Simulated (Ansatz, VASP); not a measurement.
## Sn in VASP and in Ansatz

```
Sn
1.0
    -2.87644    2.87644    1.56915
     2.87644   -2.87644    1.56915
     2.87644    2.87644   -1.56915
Sn
2
Direct
  0.00000 0.00000 0.00000
  0.75000 0.25000 0.50000
```

Change from the starting cell: volume scaled by 0.96, crystal datasets.

Alike in both runs: task electric field gradients; functional PBE; k mesh 15 × 15 × 15; occupations fermi-dirac, width 0.05 eV; no spin polarisation.

|  | VASP | Ansatz |
| --- | --- | --- |
| version | VASP 6.6.1 | Ansatz 0.2.0 |
| potentials or method | VASP PAW PBE potentials, release 64 (Sn_d), cutoff 520 eV | all-electron PAW with datasets made for the crystal, scalar-relativistic |

VASP gave:

```
pressure (GPa)                                                : 5.3
traceless stress, the component that is largest in VASP (GPa) : -0.75
size of Vzz on the site where it differs most (V/Å²)          : 46.0
```

**Question.** Which values does Ansatz return?

**Answer.** Pressure (GPa): 5.3; traceless stress, the component that is largest in VASP (GPa): -0.75; size of Vzz on the site where it differs most (V/Å²): 47.6.

Ansatz ran all-electron here, and VASP with PAW potentials.
